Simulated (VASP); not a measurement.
# WSe2 in VASP: settings compared

Aim: see how the results for WSe2 move with the level of theory and the settings. Levels: r2SCAN, PBE+D3(BJ). Tasks: single point.

All numbers are computed with VASP 6.6.1; they aren't measurements. Logs are shortened: lines on timing, memory, paths and dates and some standing lists are left out, and cuts for length are marked.

## (1) The cell of the first run

The cell holds a slab with vacuum, 6 atoms: a = 3.282 Å, b = 3.282 Å, c = 45.526 Å, α = 90.00°, β = 90.00°, γ = 120.00°.

## (2) Single point, r2SCAN

File POSCAR:

```
WSe2
1.0
    3.2822755081      0.0000000000      0.0000000000
   -1.6411377540      2.8425339722      0.0000000000
    0.0000000000      0.0000000000     45.5260804632
Se W
4 2
Direct
    0.3333333333      0.6666666667      0.3926514613
    0.3333333333      0.6666666667      0.4666611099
    0.6666666667      0.3333333333      0.5333388901
    0.6666666667      0.3333333333      0.6073485387
    0.6666666667      0.3333333333      0.4296639180
    0.3333333333      0.6666666667      0.5703360820
```

File INCAR.step1:

```
SYSTEM = WSe2
PREC     = Accurate       ! precision mode
ENCUT    = 520            ! plane-wave cutoff, eV
ISMEAR   = 0              ! smearing method
SIGMA    = 0.02           ! smearing width, eV
LREAL    = .False.        ! projectors in reciprocal space
LASPH    = .True.         ! aspherical terms in the spheres
NELM     = 80             ! most SCF steps
LDIPOL   = .True.       
IDIPOL   = 3            
DIPOL    = 0.5 0.5 0.500
NBANDS   = 35             ! bands
GGA      = PE             ! functional
ALGO     = Normal         ! electronic algorithm
EDIFF    = 1E-4           ! SCF threshold, eV
LWAVE    = .True.         ! write WAVECAR
LCHARG   = .False.        ! write CHGCAR
```

File INCAR.step2:

```
SYSTEM = WSe2
PREC     = Accurate       ! precision mode
ENCUT    = 520            ! plane-wave cutoff, eV
EDIFF    = 1E-6           ! SCF threshold, eV
ISMEAR   = 0              ! smearing method
SIGMA    = 0.02           ! smearing width, eV
LREAL    = .False.        ! projectors in reciprocal space
LASPH    = .True.         ! aspherical terms in the spheres
NELM     = 80             ! most SCF steps
ALGO     = Normal         ! electronic algorithm
ISIF     = 2              ! what is computed and relaxed
LWAVE    = .False.        ! write WAVECAR
LCHARG   = .False.        ! write CHGCAR
LDIPOL   = .True.       
IDIPOL   = 3            
DIPOL    = 0.5 0.5 0.500
METAGGA  = R2SCAN         ! meta-GGA
LMIXTAU  = .True.       
NBANDS   = 35             ! bands
ISTART   = 1
```

File KPOINTS:

```
regular mesh
0
Gamma
  9 9 1
  0 0 0
```

Potentials or basis: VASP PAW PBE potentials, release 64 (Se, W_sv).

Launch:

```console
cat potpaw_PBE.64/Se/POTCAR potpaw_PBE.64/W_sv/POTCAR > POTCAR
cp INCAR.step1 INCAR
mpirun -np 1 vasp_std > vasp.out
cp INCAR.step2 INCAR
mpirun -np 1 vasp_std > vasp.out
```

OUTCAR:

```text
SYSTEM = WSe2
   PREC = Accurate
   ENCUT = 520
   EDIFF = 1E-6
   ISMEAR = 0
   LREAL = .False.
   LASPH = .True.
   NELM = 80
   ISIF = 2
   METAGGA = R2SCAN
   ISTART = 1

 ion  position               nearest neighbor table
   1  0.333  0.667  0.393-   5 2.54   5 2.54   5 2.54
   2  0.333  0.667  0.467-   5 2.54   5 2.54   5 2.54
   3  0.667  0.333  0.533-   6 2.54   6 2.54   6 2.54
   4  0.667  0.333  0.607-   6 2.54   6 2.54   6 2.54
   5  0.667  0.333  0.430-   2 2.54   2 2.54   2 2.54   1 2.54   1 2.54   1 2.54
   6  0.333  0.667  0.570-   3 2.54   3 2.54   3 2.54   4 2.54   4 2.54   4 2.54

  LATTYP: Found a hexagonal cell.
 ALAT       =     3.2822755081
 C/A-ratio  =    13.8702800392

  Lattice vectors:

 A1 = (   3.2822755081,   0.0000000000,   0.0000000000)
 A2 = (  -1.6411377540,   2.8425339722,   0.0000000000)
 A3 = (   0.0000000000,   0.0000000000,  45.5260804632)

Analysis of symmetry for initial positions (statically):
=====================================================================
 Subroutine PRICEL returns:
 Original cell was already a primitive cell.

 Routine SETGRP: Setting up the symmetry group for a
 hexagonal supercell.

 Subroutine GETGRP returns: Found 12 space group operations
 (whereof 12 operations were pure point group operations)
 out of a pool of 24 trial point group operations.

The static configuration has the point symmetry D_3d.

Analysis of symmetry for dynamics (positions and initial velocities):
=====================================================================
 Subroutine PRICEL returns:
 Original cell was already a primitive cell.

 Routine SETGRP: Setting up the symmetry group for a
 hexagonal supercell.

 Subroutine GETGRP returns: Found 12 space group operations
 (whereof 12 operations were pure point group operations)
 out of a pool of 24 trial point group operations.

The dynamic configuration has the point symmetry D_3d.

 Subroutine INISYM returns: Found 12 space group operations
 (whereof 12 operations are pure point group operations),
 and found     1 'primitive' translations

----------------------------------------------------------------------------------------

                                     Primitive cell

  volume of cell :     424.7574

  direct lattice vectors                    reciprocal lattice vectors
     3.282275508  0.000000000  0.000000000     0.304666686  0.175899393  0.000000000
    -1.641137754  2.842533972  0.000000000     0.000000000  0.351798786  0.000000000
     0.000000000  0.000000000 45.526080463     0.000000000  0.000000000  0.021965431

  length of vectors
     3.282275508  3.282275508 45.526080463     0.351798786  0.351798786  0.021965431

  position of ions in fractional coordinates (direct lattice)
     0.333333333  0.666666667  0.392651461
     0.333333333  0.666666667  0.466661110
     0.666666667  0.333333333  0.533338890
     0.666666667  0.333333333  0.607348539
     0.666666667  0.333333333  0.429663918
     0.333333333  0.666666667  0.570336082

  ion indices of the primitive-cell ions
   primitive index   ion index
                 1           1
                 2           2
                 3           3
                 4           4
                 5           5
                 6           6

----------------------------------------------------------------------------------------

 KPOINTS: regular mesh

Automatic generation of k-mesh.
 Grid dimensions read from file:
 generate k-points for:    9    9    1

 Generating k-lattice:

  Cartesian coordinates                     Fractional coordinates (reciprocal lattice)
     0.033851854  0.019544377  0.000000000     0.111111111 -0.000000000  0.000000000
     0.000000000  0.039088754  0.000000000     0.000000000  0.111111111  0.000000000
     0.000000000  0.000000000  0.021965431     0.000000000  0.000000000  1.000000000

  Length of vectors
     0.039088754  0.039088754  0.021965431

  Shift w.r.t. Gamma in fractional coordinates (k-lattice)
     0.000000000  0.000000000  0.000000000

 Subroutine IBZKPT returns following result:
 ===========================================

 Found     12 irreducible k-points:

 Following reciprocal coordinates:
            Coordinates               Weight
  0.000000  0.000000  0.000000      1.000000
  0.111111  0.000000  0.000000      6.000000
  0.222222 -0.000000  0.000000      6.000000
  0.333333  0.000000  0.000000      6.000000
  0.444444 -0.000000  0.000000      6.000000
  0.111111  0.111111  0.000000      6.000000
  0.222222  0.111111  0.000000     12.000000
  0.333333  0.111111  0.000000     12.000000
  0.444444  0.111111  0.000000      6.000000
  0.222222  0.222222  0.000000      6.000000
  0.333333  0.222222  0.000000     12.000000
  0.333333  0.333333  0.000000      2.000000
   k-points           NKPTS =     12   k-points in BZ     NKDIM =     12   number of bands    NBANDS=     35
   number of dos      NEDOS =    301   number of ions     NIONS =      6
   total plane-waves  NPLWV = 201600
   dimension x,y,z NGX =    24 NGY =   24 NGZ =  350
   dimension x,y,z NGXF=    48 NGYF=   48 NGZF=  700
   ions per type =               4   2
   NGX,Y,Z   is equivalent  to a cutoff of  12.16, 12.16, 12.78 a.u.
   NGXF,Y,Z  is equivalent  to a cutoff of  24.31, 24.31, 25.56 a.u.
 SYSTEM =  WSe2
   PREC   = accura    normal or accurate (medium, high low for compatibility)
   ISTART =      1    job   : 0-new  1-cont  2-samecut
   ICHARG =      0    charge: 1-file 2-atom 10-const
   ISPIN  =      1    spin polarized calculation?
   LNONCOLLINEAR =      F non collinear calculations
   LSORBIT =      F    spin-orbit coupling
   LASPH  =      T    aspherical Exc in radial PAW
   ENCUT  =  520.0 eV  38.22 Ry    6.18 a.u.   6.10  6.10 84.65*2*pi/ulx,y,z
   NELM   =     80;   NELMIN=  2; NELMDL=  0     # of ELM steps
   EDIFF  = 0.1E-05   stopping-criterion for ELM
   LREAL  =      F    real-space projection
   EDIFFG = 0.1E-04   stopping-criterion for IOM
   NSW    =      0    number of steps for IOM
   IBRION =     -1    ionic relax: 0-MD 1-quasi-New 2-CG
   NFREE  =      0    steps in history (QN), initial steepest desc. (CG)
   ISIF   =      2    stress and relaxation
   ISYM   =      2    0-nonsym 1-usesym 2-fastsym
   POTIM  = 0.5000    time-step for ionic-motion
   TEBEG  =    0.0;   TEEND  =   0.0 temperature during run
   PSTRESS=    0.0 pullay stress
   NELECT =      52.0000    total number of electrons
   NUPDOWN=      -1.0000    fix difference up-down
   EMIN   =  10.00;   EMAX   =-10.00  energy-range for DOS
   EFERMI =   0.00;   METHOD = LEGACY
   ISMEAR =     0;   SIGMA  =   0.02  broadening in eV -4-tet -1-fermi 0-gaus
   EFERMI_NEDOS =   21; number of points for ismear=-14 and -15
   IALGO  =     38    algorithm
   IMIX   =      4    mixing-type and parameters
     AMIX     =   0.40;   BMIX     =  1.00
     AMIX_MAG =   1.60;   BMIX_MAG =  1.00
  volume/ion in A,a.u.               =      70.79       477.73
  Fermi-wavevector in a.u.,A,eV,Ry     =   0.812885  1.536129  8.990479  0.660782
  Thomas-Fermi vector in A             =   1.922509
   LORBIT       =      0    0 simple, 1 ext, 2 COOP (PROOUT), +10 PAW based schemes
   METAGGA = R2SCAN    functional components
   LHFCALC =     F    Hartree Fock is set to
   AEXX    =    0.0000 exact exchange contribution
   IVDW    =     0    specifies the selected vdW correction
   LEPSILON=     F    determine dielectric tensor
   LRPA    =     F    only Hartree local field effects (RPA)
 non-spin polarized calculation
 Gauss-broadening in eV      SIGMA  =   0.02
  energy-cutoff  :      520.00
  volume of cell :      424.76
 maximum number of plane-waves:     11568
   NGX = 13   NGY = 13   NGZ =169

 number of electron      51.9999993 magnetization

 dipolmoment           0.000000      0.000000     -0.000000 electrons x Angstroem

 Free energy of the ion-electron system (eV)
  ---------------------------------------------------
  ext. energy  EPLUGINS =         0.00000000
  ---------------------------------------------------
  free energy    TOTEN  =      -163.48293338 eV

  energy without entropy =     -163.48293338  energy(sigma->0) =     -163.48293338

 E-fermi :  -1.7581     XC(G=0):  -3.4203

 val. band max:       -1.9559266025   @ k =   0.0000   0.0000   0.0000
 cond. band min:      -0.4451786082   @ k =   0.2222   0.1111   0.0000
 fundamental gap:      1.5107479942
 Fermi energy:        -1.7581219484

 k-point     1 :       0.0000    0.0000    0.0000
  band No.  band energies     occupation
      1     -78.0966      2.00000
      2     -78.0966      2.00000
      3     -41.6937      2.00000
      4     -41.6937      2.00000
      5     -41.5551      2.00000
      6     -41.5551      2.00000
[... 27 lines left out ...]
     34       1.2272      0.00000
     35       2.9306      0.00000

 k-point     2 :       0.1111    0.0000    0.0000
  band No.  band energies     occupation
      1     -78.0952      2.00000
      2     -78.0952      2.00000
      3     -41.6879      2.00000
      4     -41.6879      2.00000
      5     -41.5853      2.00000
      6     -41.5853      2.00000
[... 27 lines left out ...]
     34       1.3860      0.00000
     35       3.2968      0.00000

 k-point     3 :       0.2222   -0.0000    0.0000
  band No.  band energies     occupation
      1     -78.0915      2.00000
      2     -78.0915      2.00000
      3     -41.6731      2.00000
      4     -41.6731      2.00000
      5     -41.6611      2.00000
      6     -41.6611      2.00000
[... 27 lines left out ...]
     34       1.9992      0.00000
     35       3.9784      0.00000

 k-point     4 :       0.3333    0.0000    0.0000
  band No.  band energies     occupation
      1     -78.0874      2.00000
      2     -78.0874      2.00000
      3     -41.7461      2.00000
      4     -41.7461      2.00000
      5     -41.6562      2.00000
      6     -41.6562      2.00000
[... 27 lines left out ...]
     34       2.4445      0.00000
     35       4.1556      0.00000

 k-point     5 :       0.4444   -0.0000    0.0000
  band No.  band energies     occupation
      1     -78.0847      2.00000
      2     -78.0847      2.00000
      3     -41.8009      2.00000
      4     -41.8009      2.00000
      5     -41.6451      2.00000
      6     -41.6451      2.00000
[... 182 lines left out ...]
 k-point    10 :       0.2222    0.2222    0.0000
  band No.  band energies     occupation
      1     -78.0856      2.00000
      2     -78.0856      2.00000
      3     -41.7510      2.00000
      4     -41.7510      2.00000
      5     -41.6488      2.00000
      6     -41.6488      2.00000
[... 27 lines left out ...]
     34       2.9392      0.00000
     35       4.6425      0.00000

 k-point    11 :       0.3333    0.2222    0.0000
  band No.  band energies     occupation
      1     -78.0835      2.00000
      2     -78.0835      2.00000
      3     -41.7707      2.00000
      4     -41.7707      2.00000
      5     -41.6747      2.00000
      6     -41.6747      2.00000
[... 27 lines left out ...]
     34       3.0206      0.00000
     35       3.8608      0.00000

 k-point    12 :       0.3333    0.3333    0.0000
  band No.  band energies     occupation
      1     -78.0828      2.00000
      2     -78.0828      2.00000
      3     -41.7443      2.00000
      4     -41.7443      2.00000
      5     -41.7196      2.00000
      6     -41.7196      2.00000
[... 27 lines left out ...]
     34       3.0833      0.00000
     35       4.3249      0.00000

------------------------ aborting loop because EDIFF is reached ----------------------------------------

 vacuum level on the upper side and lower side of the slab       (xc-potential included)        -0.013        -0.013

  FORCE on cell =-STRESS in cart. coord.  units (eV):
  Direction    XX          YY          ZZ          XY          YZ          ZX
  --------------------------------------------------------------------------------------
  -------------------------------------------------------------------------------------
  Total        1.7002565      1.7002565     -0.3173715      0.0000000      0.0000000      0.0000000
  in kB        6.4133373      6.4133373     -1.1971197      0.0000000      0.0000000      0.0000000
  external PRESSURE =       3.8765183 kB  Pullay stress =       0.0000000 kB

 VOLUME and BASIS-vectors are now :
 -----------------------------------------------------------------------------
  energy-cutoff  :      520.00
  volume of cell :      424.76
      direct lattice vectors                 reciprocal lattice vectors
     3.282275508  0.000000000  0.000000000     0.304666686  0.175899393  0.000000000
    -1.641137754  2.842533972  0.000000000     0.000000000  0.351798786  0.000000000
     0.000000000  0.000000000 45.526080463     0.000000000  0.000000000  0.021965431

 POSITION                                       TOTAL-FORCE (eV/Angst)
 -----------------------------------------------------------------------------------
     -0.00000      1.89502     17.87588        -0.000000     -0.000000      0.182019
     -0.00000      1.89502     21.24525        -0.000000      0.000000     -0.321032
      1.64114      0.94751     24.28083        -0.000000      0.000000      0.321032
      1.64114      0.94751     27.65020         0.000000      0.000000     -0.182019
      1.64114      0.94751     19.56091         0.000000      0.000000     -0.079424
     -0.00000      1.89502     25.96517        -0.000000     -0.000000      0.079424
 -----------------------------------------------------------------------------------
    total drift:                                0.000000     -0.000000      0.000000

  FREE ENERGIE OF THE ION-ELECTRON SYSTEM (eV)
  ---------------------------------------------------
  free  energy   TOTEN  =      -163.4829333816 eV

  energy  without entropy=     -163.4829333816  energy(sigma->0) =     -163.48293338

 vacuum level on the upper side and lower side of the slab         3.166         3.166
```

Wall time 8.2 min (1 thread of Intel Xeon 6975P-C (Granite Rapids), shared host); peak memory 0.57 GiB.

What came out:

```
Free energy            : -163.4829 eV
Largest force          : 0.321 eV/Å
Band gap on the k mesh : 1.51 eV, indirect (least direct gap 1.74 eV)
```

Forces in eV/Å, atoms in the order of the input:
```
Se   0.000  0.000  0.182
Se   0.000  0.000 -0.321
Se   0.000  0.000  0.321
Se   0.000  0.000 -0.182
W    0.000  0.000 -0.079
W    0.000  0.000  0.079
```

Caveat: the PAW data sets were made with another functional, which shifts forces and pressure a little; spin-orbit coupling is left out, which moves the levels of the heavy elements.

[end of part 1 of 2]
